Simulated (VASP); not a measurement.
# MoS2 (P1) in VASP: single point with PBE+D3(BJ)

Aim: the single point of MoS2 with PBE+D3(BJ).

Program: VASP 6.6.1. These are calculated values, not measurements. Logs are shortened: lines on timing, memory, paths and dates and some standing lists are left out, and cuts for length are marked.

## 1. The cell of the first run

The typed cell holds 3 atoms: a = 6.224 Å, b = 6.224 Å, c = 6.224 Å, α = 29.17°, β = 29.17°, γ = 29.17°.

## 2. Single point, PBE+D3(BJ) (atoms displaced along several vibrational modes)

Input file INCAR:

```
ALGO = Fast ; EDIFF = 1E-6
ENCUT = 520 ; GGA = PE
ISIF = 2 ; ISMEAR = 0
IVDW = 12 ; LASPH = True
LCHARG = True ; LELF = True
LREAL = False ; LVHAR = True
LWAVE = False ; NBANDS = 20
NELM = 60 ; PREC = Accurate
SIGMA = 0.15
```

Input file KPOINTS:

```
k-points
0
Gamma
  15 15 15
```

Input file POSCAR:

```
MoS2
1.0
    1.5671157387      0.9047746936      5.9549887142
   -1.5671157387      0.9047746936      5.9549887142
    0.0000000000     -1.8095493872      5.9549887142
Mo S
1 2
Direct
    0.0504931016     -0.0224263800     -0.0280667216
    0.6808119154      0.7899295739      0.7983698541
    0.1680710198      0.2771886783      0.2856289585
```

Potentials or basis: VASP PAW PBE potentials, release 64 (Mo_sv, S).

Launch:

```bash
$ cat potpaw_PBE.64/Mo_sv/POTCAR potpaw_PBE.64/S/POTCAR > POTCAR
$ mpirun -np 1 vasp_std > vasp.out
```

OUTCAR:

```text
EDIFF = 1E-6
   ENCUT = 520
   GGA = PE
   ISIF = 2
   ISMEAR = 0
   IVDW = 12
   LASPH = True
   LREAL = False
   NELM = 60
   PREC = Accurate
 IVDW          = 12

 ion  position               nearest neighbor table
   1  0.050  0.978  0.972-   2 2.17   3 2.30   3 2.33   2 2.55   2 2.58   3 2.68
   2  0.681  0.790  0.798-   1 2.17   1 2.55   1 2.58
   3  0.168  0.277  0.286-   1 2.30   1 2.33   1 2.68

  LATTYP: Found a trigonal (rhomboedric) cell.
 ALAT       =     6.2238540769
 COS(alpha) =     0.8732017275

  Lattice vectors:

 A1 = (   1.5671157387,   0.9047746936,   5.9549887142)
 A2 = (  -1.5671157387,   0.9047746936,   5.9549887142)
 A3 = (   0.0000000000,  -1.8095493872,   5.9549887142)

Analysis of symmetry for initial positions (statically):
=====================================================================
 Subroutine PRICEL returns:
 Original cell was already a primitive cell.

 Routine SETGRP: Setting up the symmetry group for a
 trigonal (rhombohedral) supercell.

 Subroutine GETGRP returns: Found  1 space group operations
 (whereof  1 operations were pure point group operations)
 out of a pool of 12 trial point group operations.

The static configuration has the point symmetry C_1 .

Analysis of symmetry for dynamics (positions and initial velocities):
=====================================================================
 Subroutine PRICEL returns:
 Original cell was already a primitive cell.

 Routine SETGRP: Setting up the symmetry group for a
 trigonal (rhombohedral) supercell.

 Subroutine GETGRP returns: Found  1 space group operations
 (whereof  1 operations were pure point group operations)
 out of a pool of 12 trial point group operations.

The dynamic configuration has the point symmetry C_1 .

 Subroutine INISYM returns: Found  1 space group operations
 (whereof  1 operations are pure point group operations),
 and found     1 'primitive' translations

----------------------------------------------------------------------------------------

                                     Primitive cell

  volume of cell :      50.6610

  direct lattice vectors                    reciprocal lattice vectors
     1.567115739  0.904774694  5.954988714     0.319057481  0.184207923  0.055975477
[... 84 lines left out ...]
   LSORBIT =      F    spin-orbit coupling
   LASPH  =      T    aspherical Exc in radial PAW
   ENCUT  =  520.0 eV  38.22 Ry    6.18 a.u.  11.57 11.57 11.57*2*pi/ulx,y,z
   NELM   =     60;   NELMIN=  2; NELMDL= -5     # of ELM steps
   EDIFF  = 0.1E-05   stopping-criterion for ELM
   LREAL  =      F    real-space projection
   EDIFFG = 0.1E-04   stopping-criterion for IOM
   NSW    =      0    number of steps for IOM
   IBRION =     -1    ionic relax: 0-MD 1-quasi-New 2-CG
   NFREE  =      0    steps in history (QN), initial steepest desc. (CG)
   ISIF   =      2    stress and relaxation
   ISYM   =      2    0-nonsym 1-usesym 2-fastsym
   POTIM  = 0.5000    time-step for ionic-motion
   TEBEG  =    0.0;   TEEND  =   0.0 temperature during run
   PSTRESS=    0.0 pullay stress
   NELECT =      26.0000    total number of electrons
   NUPDOWN=      -1.0000    fix difference up-down
   EMIN   =  10.00;   EMAX   =-10.00  energy-range for DOS
   EFERMI =   0.00;   METHOD = LEGACY
   ISMEAR =     0;   SIGMA  =   0.15  broadening in eV -4-tet -1-fermi 0-gaus
   EFERMI_NEDOS =   21; number of points for ismear=-14 and -15
   IALGO  =     68    algorithm
   IMIX   =      4    mixing-type and parameters
     AMIX     =   0.40;   BMIX     =  1.00
     AMIX_MAG =   1.60;   BMIX_MAG =  1.00
  volume/ion in A,a.u.               =      16.89       113.96
  Fermi-wavevector in a.u.,A,eV,Ry     =   1.310714  2.476891 23.374428  1.717972
  Thomas-Fermi vector in A             =   2.441226
   LORBIT       =      0    0 simple, 1 ext, 2 COOP (PROOUT), +10 PAW based schemes
   GGA     = PE    functional components
   LHFCALC =     F    Hartree Fock is set to
   AEXX    =    0.0000 exact exchange contribution
   IVDW    =    12    specifies the selected vdW correction
   LEPSILON=     F    determine dielectric tensor
   LRPA    =     F    only Hartree local field effects (RPA)
 non-spin polarized calculation
 RMM-DIIS sequential band-by-band and
 Gauss-broadening in eV      SIGMA  =   0.15
  energy-cutoff  :      520.00
  volume of cell :       50.66
 maximum number of plane-waves:      1385
   NGX = 23   NGY = 23   NGZ = 23

 number of electron      26.0000001 magnetization

 Free energy of the ion-electron system (eV)
  ---------------------------------------------------
  ext. energy  EPLUGINS =         0.00000000
  ---------------------------------------------------
  free energy    TOTEN  =       -20.35139055 eV

  energy without entropy =      -20.34167033  energy(sigma->0) =      -20.34653044

 E-fermi :   8.4864     XC(G=0): -11.2022

 val. band max:        8.4825777692   @ k =  -0.4667   0.3333   0.0667
 cond. band min:       8.4872551479   @ k =  -0.4000   0.2667  -0.0667
 fundamental gap:      0.0046773787
 Fermi energy:         8.4864056074

 k-point     1 :       0.0000    0.0000    0.0000
  band No.  band energies     occupation
      1     -53.1440      2.00000
      2     -27.3760      2.00000
      3     -27.1122      2.00000
      4     -27.0422      2.00000
      5      -6.8441      2.00000
      6      -5.1206      2.00000
[... 541 lines left out ...]
     19      15.8491      0.00000
     20      17.8737      0.00000

 [... further k-points ...]

------------------------ aborting loop because EDIFF is reached ----------------------------------------

 Edisp (eV)   -1.35013

 E8    (eV) :    -0.5452

  FORCE on cell =-STRESS in cart. coord.  units (eV):
  Direction    XX          YY          ZZ          XY          YZ          ZX
  --------------------------------------------------------------------------------------
  -------------------------------------------------------------------------------------
  Total       2.05342     1.09098     2.55240     1.07676     0.63149     1.54439
  in kB      64.94049    34.50287    80.72091    34.05302    19.97127    48.84217
  external pressure =       60.05 kB  Pullay stress =        0.00 kB

 VOLUME and BASIS-vectors are now :
 -----------------------------------------------------------------------------
  energy-cutoff  :      520.00
  volume of cell :       50.66
      direct lattice vectors                 reciprocal lattice vectors
     1.567115739  0.904774694  5.954988714     0.319057481  0.184207923  0.055975477
    -1.567115739  0.904774694  5.954988714    -0.319057481  0.184207923  0.055975477
     0.000000000 -1.809549387  5.954988714     0.000000000 -0.368415845  0.055975477

 POSITION                                       TOTAL-FORCE (eV/Angst)
 -----------------------------------------------------------------------------------
     -1.45284     -0.82859     11.90998        -3.350162     -2.212543     -0.465653
     -0.17100     -0.11400     13.51253         2.155108      1.300472      1.034098
     -0.17100     -0.11400      4.35243         1.195055      0.912071     -0.568445
 -----------------------------------------------------------------------------------
    total drift:                               -0.000286     -0.000218     -0.000018

  FREE ENERGIE OF THE ION-ELECTRON SYSTEM (eV)
  ---------------------------------------------------
  free  energy   TOTEN  =       -21.7015250811 eV

  energy  without entropy=      -21.6918048651  energy(sigma->0) =      -21.69666497
```

OSZICAR:

```text
N       E                     dE             d eps       ncg     rms          rms(c)
DAV:   1     0.176543590157E+03    0.17654E+03   -0.13617E+04 67808   0.123E+03
DAV:   2    -0.144450759965E+02   -0.19099E+03   -0.18580E+03 81356   0.318E+02
DAV:   3    -0.216271311616E+02   -0.71821E+01   -0.70907E+01 83948   0.564E+01
DAV:   4    -0.217095890862E+02   -0.82458E-01   -0.82372E-01 81580   0.636E+00
DAV:   5    -0.217108285407E+02   -0.12395E-02   -0.12393E-02 84412   0.758E-01    0.255E+01
RMM:   6    -0.208240887601E+02    0.88674E+00   -0.45706E+00 74093   0.128E+01    0.999E+00
RMM:   7    -0.204807153691E+02    0.34337E+00   -0.96784E-01 69401   0.593E+00    0.748E+00
RMM:   8    -0.203527274973E+02    0.12799E+00   -0.43999E-01 73776   0.417E+00    0.116E+00
RMM:   9    -0.203506774822E+02    0.20500E-02   -0.44637E-02 84466   0.158E+00    0.244E-01
RMM:  10    -0.203512844436E+02   -0.60696E-03   -0.84325E-03 86261   0.636E-01    0.100E-01
RMM:  11    -0.203513597435E+02   -0.75300E-04   -0.10384E-03 88791   0.229E-01    0.321E-02
RMM:  12    -0.203513840723E+02   -0.24329E-04   -0.23437E-04 85551   0.104E-01    0.157E-02
RMM:  13    -0.203513890055E+02   -0.49331E-05   -0.44445E-05 86237   0.482E-02    0.513E-03
RMM:  14    -0.203513902880E+02   -0.12826E-05   -0.11819E-05 71831   0.219E-02    0.130E-03
RMM:  15    -0.203513905467E+02   -0.25868E-06   -0.24099E-06 56206   0.102E-02
   1 F= -.21701525E+02 E0= -.21696665E+02  d E =-.972022E-02
```

It took 1.9 h on 1 thread of Oxide Virtual Turin-like, shared host; peak memory 1.5 GiB.

Results:

| Item | Value |
| --- | --- |
| Free energy | -21.7015 eV |
| Pressure | 6.0 GPa |
| Largest force | 4.042 eV/Å |
| Band gap on the k mesh | zero (bands 13 and 14 overlap by 0.34 eV) |
| Dispersion energy per atom | -0.450 eV |

Forces in eV/Å, atoms in the order of the input:
```
Mo  -3.350 -2.213 -0.466
S    2.155  1.300  1.034
S    1.195  0.912 -0.568
```

Caveat: the cell differs from its parent crystal (atoms displaced along several vibrational modes); the cell stands under pressure; forces of over 1 eV/Å act on the atoms, so gaps and moduli don't describe the material at rest.
